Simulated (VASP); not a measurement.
Wanted: the native input for a VASP 6.6.1 run.

| Quantity | Value |
| --- | --- |
| Task | relaxation of volume and atoms at fixed shape |
| Functional | PBEsol |
| Dispersion | D3(BJ) |
| Potentials or basis | VASP PAW PBE potentials, release 64 (Cd) |
| Cutoff | 600 eV |
| k mesh | 9 × 9 × 4 |
| Occupations | fermi-dirac, width 0.1 eV |
| Spin | no spin polarisation |
| Dipole correction | no |
| Further INCAR settings | ALGO = Normal; EDIFF = 1e-07; IBRION = 2; EDIFFG = -0.01; NSW = 80; ISIF = 8 |

The structure of Cd lies in POSCAR:

```
Cd
1.0
    2.9788700000      0.0000000000      0.0000000000
   -1.4894350000      2.5797770900      0.0000000000
    0.0000000000      0.0000000000      5.6176500000
Cd
2
Direct
    0.3333333346      0.6666666693      0.2500000000
    0.6666666673      0.3333333346      0.7500000000
```

One way to write it, as run:

INCAR

```
PREC = Accurate
ENCUT = 600
EDIFF = 1E-7
ISMEAR = -1
SIGMA = 0.1
LREAL = False
LASPH = True
NELM = 80
ALGO = Normal
ISIF = 8
LWAVE = False
LCHARG = False
GGA = PS
IVDW = 12
IBRION = 2
NSW = 80
EDIFFG = -0.01
```

KPOINTS

```
Automatic mesh
0
Gamma
  9 9 4
```

Potentials or basis: VASP PAW PBE potentials, release 64 (Cd).

Command:

```sh
$ cat potpaw_PBE.64/Cd/POTCAR > POTCAR
$ mpirun -np 1 vasp_std > vasp.out
```

Results of the run:

The relaxed volume is 20.11 Å³/atom and the relaxed cell is a = 2.909 Å, b = 2.909 Å, c = 5.487 Å, α = 90.00°, β = 90.00°, γ = 120.00°. The space group after relaxing (to 0.1 Å) is P6_3/mmc (No. 194). The energy gained by relaxing is 20.4 meV/atom. The ionic steps are 3. The pressure after relaxing is 0.0 GPa, the band gap on the k mesh is zero (bands 12 and 13 overlap by 4.02 eV) and the dispersion energy per atom is -0.446 eV.

Caveat: the PAW data sets were made with another functional, which shifts forces and pressure a little.

Run time: 68 s on 1 thread of Intel Xeon 8259CL (shared host), peak memory 0.19 GiB.
